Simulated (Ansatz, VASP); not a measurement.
# Two plane-wave programs on Nb

```
Nb
1.0
    -1.63677    1.63677    1.63677
     1.63677   -1.63677    1.63677
     1.63677    1.63677   -1.63677
Nb
1
Direct
  0.00000 0.00000 0.00000
```

Alike in both runs: functional PBEsol; k mesh 18 × 18 × 18; occupations fermi-dirac, width 0.1 eV; no spin polarisation.

Ansatz relaxed the structure, and its values are those at the end. VASP's run is a single point on that final structure, the one shown.

|  | VASP | Ansatz |
| --- | --- | --- |
| version | VASP 6.6.1 | Ansatz 0.2.0 |
| potentials or method | VASP PAW PBE potentials, release 64 (Nb_sv) | PAW with Ansatz's default frozen-core files, scalar-relativistic |
| plane-wave cutoff (eV) | 520 | 420 |
| valence electrons in the cell | 13 | 13 |

```csv
,VASP,Ansatz,Ansatz less VASP
pressure (GPa),-0.3,0.0,+0.29
```

VASP's potentials were made for PBE, not for PBEsol.
